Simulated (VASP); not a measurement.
# Al3GaN4 (Cmm2) in VASP: notebook, part 2 of 2

VASP 6.6.1. Earlier steps stand in the parts before.

## Step 4: Single point, PBEsol (mode 4 (242.1 1/cm) frozen in, largest displacement -0.150 Å)

Input file INCAR:

```
PREC     = Accurate       # precision mode
ENCUT    = 520            # plane-wave cutoff, eV
EDIFF    = 1E-7           # SCF threshold, eV
ISMEAR   = 0              # smearing method
SIGMA    = 0.05           # smearing width, eV
LREAL    = F              # projectors in reciprocal space
LASPH    = T              # aspherical terms in the spheres
NELM     = 60             # most SCF steps
ALGO     = Normal         # electronic algorithm
ISIF     = 2              # what is computed and relaxed
LWAVE    = F              # write WAVECAR
LCHARG   = T              # write CHGCAR
GGA      = PS             # functional
LELF     = T              # ELF
LVHAR    = T            
NBANDS   = 31             # bands
```

Input file KPOINTS:

```
regular mesh
0
Gamma
  6 6 6
```

Input file POSCAR:

```
Al3GaN4
1.0
    4.4069948456      0.0000000000      0.0000000000
    0.0000000000      4.4069948456      0.0000000000
    0.0000000000      0.0000000000      4.4069948456
Al Ga N
3 1 4
Direct
    0.5000000000      0.5097459035      0.0000000000
    0.5000000000      0.0340367995      0.5000000000
    0.0000000000      0.5097459035      0.5000000000
    0.0000000000     -0.0283897473      0.0000000000
    0.7349463631      0.7542589099      0.2650536369
    0.7544690723      0.2648434745      0.7544690723
    0.2650536369      0.7542589099      0.7349463631
    0.2455309277      0.2648434745      0.2455309277
```

Potentials or basis: VASP PAW PBE potentials, release 64 (Al, Ga_d, N).

Started as:

```
$ cat potpaw_PBE.64/Al/POTCAR potpaw_PBE.64/Ga_d/POTCAR potpaw_PBE.64/N/POTCAR > POTCAR
$ mpirun -np 1 vasp_std > vasp.out
```

OUTCAR:

```text
PREC = Accurate
   ENCUT = 520
   EDIFF = 1E-7
   ISMEAR = 0
   LREAL = F
   LASPH = T
   NELM = 60
   ISIF = 2
   GGA = PS

 ion  position               nearest neighbor table
   1  0.500  0.510  0.000-   6 1.90   8 1.90   7 1.90   5 1.90   4 3.00   4 3.00   2 3.04   2 3.04
                             3 3.12   3 3.12   3 3.12   3 3.12   2 3.19   2 3.19
   2  0.500  0.034  0.500-   6 1.88   8 1.88   7 1.91   5 1.91   1 3.04   3 3.04   1 3.04   3 3.04
                             4 3.13   4 3.13   4 3.13   4 3.13   1 3.19   3 3.19   1 3.19   3 3.19
   3  0.000  0.510  0.500-   6 1.90   8 1.90   7 1.90   5 1.90   4 3.00   4 3.00   2 3.04   2 3.04
                             1 3.12   1 3.12   1 3.12   1 3.12   2 3.19   2 3.19
   4  0.000  0.972  0.000-   5 1.91   7 1.91   6 2.00   8 2.00   1 3.00   3 3.00   3 3.00   1 3.00
                             2 3.13   2 3.13   2 3.13   2 3.13
   5  0.735  0.754  0.265-   1 1.90   3 1.90   4 1.91   2 1.91
   6  0.754  0.265  0.754-   2 1.88   1 1.90   3 1.90   4 2.00
   7  0.265  0.754  0.735-   1 1.90   3 1.90   4 1.91   2 1.91
   8  0.246  0.265  0.246-   2 1.88   1 1.90   3 1.90   4 2.00

  LATTYP: Found a simple cubic cell.
 ALAT       =     4.4069948456

  Lattice vectors:

 A1 = (   4.4069948456,   0.0000000000,   0.0000000000)
[... 202 lines left out ...]
      4      -7.6666      2.00000
      5      -7.0517      2.00000
      6      -7.0466      2.00000
[... 805 lines left out ...]
     30      15.8835      0.00000
     31      16.6722      0.00000

 [... further k-points ...]

------------------------ aborting loop because EDIFF is reached ----------------------------------------

  FORCE on cell =-STRESS in cart. coord.  units (eV):
  Direction    XX          YY          ZZ          XY          YZ          ZX
  --------------------------------------------------------------------------------------
  -------------------------------------------------------------------------------------
  Total        0.0882708     -0.4585406      0.0882708      0.0000000      0.0000000     -0.6056015
  in kB        1.6523432     -8.5834281      1.6523432      0.0000000      0.0000000    -11.3362624
  external PRESSURE =      -1.7595806 kB  Pullay stress =       0.0000000 kB

 VOLUME and BASIS-vectors are now :
 -----------------------------------------------------------------------------
  energy-cutoff  :      520.00
  volume of cell :       85.59
      direct lattice vectors                 reciprocal lattice vectors
     4.406994846  0.000000000  0.000000000     0.226911997  0.000000000  0.000000000
     0.000000000  4.406994846  0.000000000     0.000000000  0.226911997  0.000000000
     0.000000000  0.000000000  4.406994846     0.000000000  0.000000000  0.226911997

 POSITION                                       TOTAL-FORCE (eV/Angst)
 -----------------------------------------------------------------------------------
      2.20350      2.24645      0.00000         0.000000     -0.248496      0.000000
      2.20350      0.15000      2.20350         0.000000     -0.874482      0.000000
      0.00000      2.24645      2.20350         0.000000     -0.248496     -0.000000
      0.00000      4.28188      0.00000         0.000000      1.821091      0.000000
      3.23890      3.32402      1.16809         0.135341     -0.102373     -0.135341
      3.32494      1.16716      3.32494        -0.156110     -0.122435     -0.156110
      1.16809      3.32402      3.23890        -0.135341     -0.102373      0.135341
      1.08205      1.16716      1.08205         0.156110     -0.122435      0.156110
 -----------------------------------------------------------------------------------
    total drift:                                0.000000     -0.000061     -0.000004

  FREE ENERGIE OF THE ION-ELECTRON SYSTEM (eV)
  ---------------------------------------------------
  free  energy   TOTEN  =       -59.7247028887 eV

  energy  without entropy=      -59.7247028887  energy(sigma->0) =      -59.72470289
```

Run time: 1.8 min. Hardware: 1 thread of Intel Xeon Platinum 8375C at 2.90GHz (Ice Lake), shared host; peak memory 0.27 GiB.

What came out:

* Free energy: -59.7247 eV
* Pressure: -0.2 GPa
* Largest force: 1.821 eV/Å
* Band gap on the k mesh: 3.11 eV, indirect (least direct gap 3.11 eV)

Forces on the atoms (eV/Å):
```
Al   0.000 -0.248  0.000
Al   0.000 -0.874  0.000
Al   0.000 -0.248  0.000
Ga   0.000  1.821  0.000
N    0.135 -0.102 -0.135
N   -0.156 -0.122 -0.156
N   -0.135 -0.102  0.135
N    0.156 -0.122  0.156
```

Stress tensor (GPa, compression positive):
```
 0.17  0.00 -1.13
 0.00 -0.86  0.00
-1.13  0.00  0.17
```

Levels at points of the mesh, in eV from the valence-band top:
| k point | band 17 | band 18 | band 19 | band 20 | band 21 | band 22 | band 23 | band 24 | band 25 | band 26 |
| --- | --- | --- | --- | --- | --- | --- | --- | --- | --- | --- |
| (0.00, 0.00, 0.00) | -1.99 | -1.89 | -0.03 | -0.02 | -0.01 | 3.11 | 3.17 | 3.37 | 3.42 | 6.87 |
| (0.50, 0.00, 0.00) | -2.66 | -1.22 | -1.20 | -0.94 | -0.94 | 5.35 | 5.50 | 5.96 | 6.02 | 8.41 |
| (0.00, 0.50, 0.00) | -2.62 | -1.32 | -1.18 | -1.02 | -0.84 | 5.32 | 5.63 | 5.95 | 5.99 | 8.34 |
| (0.50, 0.50, 0.00) | -2.46 | -0.85 | -0.57 | -0.53 | -0.52 | 7.09 | 7.23 | 7.48 | 7.74 | 7.86 |
| (0.50, 0.00, 0.50) | -2.59 | -0.86 | -0.66 | -0.55 | -0.43 | 6.70 | 7.24 | 7.50 | 7.53 | 8.26 |
| (0.50, 0.50, 0.50) | -0.64 | -0.58 | -0.53 | -0.36 | -0.25 | 5.34 | 6.75 | 6.87 | 6.89 | 9.20 |

Caveat: the cell differs from its parent crystal (mode 4 (242.1 1/cm) frozen in, largest displacement -0.150 Å); the PAW data sets were made with another functional, which shifts forces and pressure a little.

## Step 5: Single point, PBEsol (mode 4 (242.1 1/cm) frozen in, largest displacement +0.075 Å)

Input file INCAR:

```
SYSTEM = Al3GaN4
PREC = Accurate
ENCUT = 520
EDIFF = 1E-7
ISMEAR = 0
SIGMA = 0.05
LREAL = .False.
LASPH = .True.
NELM = 80
ALGO = Normal
ISIF = 2
LWAVE = .False.
LCHARG = .False.
GGA = PS
NBANDS = 31
```

Input file KPOINTS:

```
Automatic mesh
0
Gamma
  6 6 6
  0 0 0
```

Input file POSCAR:

```
Al3GaN4
1.0
    4.4069948456      0.0000000000      0.0000000000
    0.0000000000      4.4069948456      0.0000000000
    0.0000000000      0.0000000000      4.4069948456
Al Ga N
3 1 4
Direct
    0.5000000000      0.4951270483      0.0000000000
    0.5000000000     -0.0170183998      0.5000000000
    0.0000000000      0.4951270483      0.5000000000
    0.0000000000      0.0141948736      0.0000000000
    0.7495883950      0.7399321216      0.2504116050
    0.7398270404      0.2505166862      0.7398270404
    0.2504116050      0.7399321216      0.7495883950
    0.2601729596      0.2505166862      0.2601729596
```

Started as:

```
$ cat potpaw_PBE.64/Al/POTCAR potpaw_PBE.64/Ga_d/POTCAR potpaw_PBE.64/N/POTCAR > POTCAR
$ mpirun -np 1 vasp_std > vasp.out
```

Run time: 98 s. Hardware: 1 thread of Intel Xeon Platinum 8375C at 2.90GHz (Ice Lake), shared host; peak memory 0.27 GiB.

It converged, with:

```
Free energy            : -59.8942 eV
Pressure               : -0.1 GPa
Largest force          : 0.931 eV/Å
Band gap on the k mesh : 3.23 eV, indirect (the least direct gap lies 2.0 meV higher)
```

Forces on the atoms (eV/Å):
```
Al   0.000  0.125  0.000
Al   0.000  0.440  0.000
Al   0.000  0.125  0.000
Ga   0.000 -0.931  0.000
N   -0.068  0.067  0.068
N    0.070  0.054  0.070
N    0.068  0.067 -0.068
N   -0.070  0.054 -0.070
```

Stress tensor (GPa, compression positive):
```
 0.01  0.00  0.60
 0.00 -0.25  0.00
 0.60  0.00  0.01
```

Levels at points of the mesh, in eV from the valence-band top:
```tsv
k point	band 19	band 20	band 21	band 22	band 23	band 24
(0.00, 0.00, 0.00)	-0.01	-0.01	0.00	3.23	3.27	3.36
(0.50, 0.00, 0.00)	-1.21	-0.94	-0.94	5.48	5.56	6.02
(0.00, 0.50, 0.00)	-1.19	-0.99	-0.89	5.45	5.62	6.02
(0.50, 0.50, 0.00)	-0.56	-0.54	-0.53	7.23	7.40	7.48
(0.50, 0.00, 0.50)	-0.60	-0.55	-0.48	7.07	7.38	7.51
(0.50, 0.50, 0.50)	-0.45	-0.38	-0.32	5.43	6.87	6.90
```

Caveat: the cell differs from its parent crystal (mode 4 (242.1 1/cm) frozen in, largest displacement +0.075 Å); the PAW data sets were made with another functional, which shifts forces and pressure a little.

## Step 6: Single point, PBEsol (mode 4 (242.1 1/cm) frozen in, largest displacement +0.263 Å)

Input file INCAR:

```
SYSTEM = Al3GaN4
PREC = Accurate
ENCUT = 520
EDIFF = 1E-6
ISMEAR = 0
SIGMA = 0.05
LREAL = .FALSE.
LASPH = .TRUE.
NELM = 100
ALGO = Normal
ISIF = 2
LWAVE = .FALSE.
LCHARG = .TRUE.
GGA = PS
LELF = .TRUE.
LVHAR = .TRUE.
NBANDS = 31
```

Input file KPOINTS:

```
regular mesh
0
G
  6 6 6
  0 0 0
```

Input file POSCAR:

```
Al3GaN4
1.0
    4.4069948456      0.0000000000      0.0000000000
    0.0000000000      4.4069948456      0.0000000000
    0.0000000000      0.0000000000      4.4069948456
Al Ga N
3 1 4
Direct
    0.5000000000      0.4829446690      0.0000000000
    0.5000000000     -0.0595643991      0.5000000000
    0.0000000000      0.4829446690      0.5000000000
    0.0000000000      0.0496820578      0.0000000000
    0.7617900883      0.7279931313      0.2382099117
    0.7276253471      0.2385776959      0.7276253471
    0.2382099117      0.7279931313      0.7617900883
    0.2723746529      0.2385776959      0.2723746529
```

Potentials or basis: VASP PAW PBE potentials, release 64 (Al, Ga_d, N).

Started as:

```
$ cat potpaw_PBE.64/Al/POTCAR potpaw_PBE.64/Ga_d/POTCAR potpaw_PBE.64/N/POTCAR > POTCAR
$ mpirun -np 1 vasp_std > vasp.out
```

OUTCAR:

```text
SYSTEM = Al3GaN4
   PREC = Accurate
   ENCUT = 520
   EDIFF = 1E-6
   ISMEAR = 0
   LREAL = .FALSE.
   LASPH = .TRUE.
   NELM = 100
   ISIF = 2
   GGA = PS

 ion  position               nearest neighbor table
   1  0.500  0.483  0.000-   5 1.90   7 1.90   6 1.90   8 1.90   4 2.92   4 2.92   2 2.99   2 2.99
                             3 3.12   3 3.12   3 3.12   3 3.12   2 3.25   2 3.25
   2  0.500  0.940  0.500-   5 1.88   7 1.88   6 1.93   8 1.93   1 2.99   3 2.99   1 2.99   3 2.99
                             1 3.25   1 3.25   3 3.25   3 3.25
   3  0.000  0.483  0.500-   5 1.90   7 1.90   6 1.90   8 1.90   4 2.92   4 2.92   2 2.99   2 2.99
                             1 3.12   1 3.12   1 3.12   1 3.12   2 3.25   2 3.25
   4  0.000  0.050  0.000-   6 1.89   8 1.89   7 2.05   5 2.05   1 2.92   3 2.92   3 2.92   1 2.92
[... 1035 lines left out ...]
  external PRESSURE =      -4.4027670 kB  Pullay stress =       0.0000000 kB

 VOLUME and BASIS-vectors are now :
 -----------------------------------------------------------------------------
  energy-cutoff  :      520.00
  volume of cell :       85.59
      direct lattice vectors                 reciprocal lattice vectors
     4.406994846  0.000000000  0.000000000     0.226911997  0.000000000  0.000000000
     0.000000000  4.406994846  0.000000000     0.000000000  0.226911997  0.000000000
     0.000000000  0.000000000  4.406994846     0.000000000  0.000000000  0.226911997

 POSITION                                       TOTAL-FORCE (eV/Angst)
 -----------------------------------------------------------------------------------
      2.20350      2.12833      0.00000         0.000000      0.426468      0.000000
      2.20350      4.14449      2.20350         0.000000      1.508267     -0.000000
      0.00000      2.12833      2.20350         0.000000      0.426468     -0.000000
      0.00000      0.21895      0.00000         0.000000     -3.001182      0.000000
      3.35720      3.20826      1.04979        -0.323981      0.175699      0.323981
      3.20664      1.05141      3.20664         0.254242      0.144291      0.254242
      1.04979      3.20826      3.35720         0.323981      0.175699     -0.323981
      1.20035      1.05141      1.20035        -0.254242      0.144291     -0.254242
 -----------------------------------------------------------------------------------
    total drift:                               -0.000000     -0.000970     -0.000005

  FREE ENERGIE OF THE ION-ELECTRON SYSTEM (eV)
  ---------------------------------------------------
  free  energy   TOTEN  =       -59.2676935367 eV

  energy  without entropy=      -59.2676935367  energy(sigma->0) =      -59.26769354
```

OSZICAR:

```text
N       E                     dE             d eps       ncg     rms          rms(c)
DAV:   1     0.330167665318E+03    0.33017E+03   -0.18860E+04  3503   0.171E+03
DAV:   2    -0.213399454067E+02   -0.35151E+03   -0.32606E+03  3848   0.463E+02
DAV:   3    -0.659602179143E+02   -0.44620E+02   -0.43999E+02  3646   0.129E+02
DAV:   4    -0.677636246639E+02   -0.18034E+01   -0.17971E+01  4363   0.292E+01
DAV:   5    -0.678020152888E+02   -0.38391E-01   -0.38378E-01  3748   0.400E+00    0.160E+01
DAV:   6    -0.592597360415E+02    0.85423E+01   -0.26285E+01  5149   0.524E+01    0.554E+00
DAV:   7    -0.593562873502E+02   -0.96551E-01   -0.27279E+00  3844   0.101E+01    0.394E+00
DAV:   8    -0.592949733548E+02    0.61314E-01   -0.41925E-01  4379   0.525E+00    0.962E-01
DAV:   9    -0.592674790049E+02    0.27494E-01   -0.90178E-02  4862   0.379E+00    0.487E-01
DAV:  10    -0.592675633144E+02   -0.84309E-04   -0.15177E-02  3935   0.658E-01    0.194E-01
DAV:  11    -0.592676941590E+02   -0.13084E-03   -0.64949E-04  5142   0.207E-01    0.222E-02
DAV:  12    -0.592676940230E+02    0.13601E-06   -0.77278E-05  3811   0.658E-02    0.165E-02
DAV:  13    -0.592676935367E+02    0.48636E-06   -0.80226E-06  4613   0.300E-02
   1 F= -.59267694E+02 E0= -.59267694E+02  d E =-.269597E-16
```

stdout:

```text
POSCAR found type information on POSCAR AlGaN
 POSCAR found :  3 types and       8 ions
 scaLAPACK will be used
 -----------------------------------------------------------------------------
|                                                                             |
|                                                                             |
|     You enforced a specific xc type in the INCAR file but a different       |
|     I HOPE YOU KNOW WHAT YOU ARE DOING!                                     |
|                                                                             |
 -----------------------------------------------------------------------------

 LDA part: xc-table for (Slater+PW92), standard interpolation
 POSCAR, INCAR and KPOINTS ok, starting setup
 FFT: planning ... GRIDC
 FFT: planning ... GRID_SOFT
 FFT: planning ... GRID
 WAVECAR not read
 entering main loop
```

It took 88 s on 1 thread of Intel Xeon Platinum 8375C at 2.90GHz (Ice Lake), shared host; peak memory 0.27 GiB.

Results:

* Free energy: -59.2677 eV
* Pressure: -0.4 GPa
* Largest force: 3.001 eV/Å
* Band gap on the k mesh: 2.86 eV, indirect (least direct gap 2.90 eV)

Forces on the atoms (eV/Å):
```
Al   0.000  0.426  0.000
Al   0.000  1.508  0.000
Al   0.000  0.426  0.000
Ga   0.000 -3.001  0.000
N   -0.324  0.176  0.324
N    0.254  0.144  0.254
N    0.324  0.176 -0.324
N   -0.254  0.144 -0.254
```

Levels at points of the mesh, in eV from the valence-band top:
| k point | band 18 | band 19 | band 20 | band 21 | band 22 | band 23 | band 24 | band 25 |
| --- | --- | --- | --- | --- | --- | --- | --- | --- |
| (0.00, 0.00, 0.00) | -1.79 | -0.07 | -0.04 | -0.03 | 2.86 | 2.95 | 3.32 | 3.35 |
| (0.50, 0.00, 0.00) | -1.22 | -1.18 | -0.95 | -0.93 | 5.06 | 5.35 | 5.79 | 5.94 |
| (0.00, 0.50, 0.00) | -1.43 | -1.22 | -1.05 | -0.76 | 5.07 | 5.58 | 5.78 | 5.87 |
| (0.50, 0.50, 0.00) | -0.87 | -0.60 | -0.50 | -0.49 | 6.80 | 6.90 | 7.38 | 7.63 |
| (0.50, 0.00, 0.50) | -0.91 | -0.75 | -0.55 | -0.35 | 6.08 | 6.97 | 7.10 | 7.42 |
| (0.50, 0.50, 0.50) | -0.63 | -0.57 | -0.32 | -0.17 | 5.12 | 6.43 | 6.82 | 6.83 |

Caveat: the cell differs from its parent crystal (mode 4 (242.1 1/cm) frozen in, largest displacement +0.263 Å); the PAW data sets were made with another functional, which shifts forces and pressure a little. A k mesh can miss the band edges.
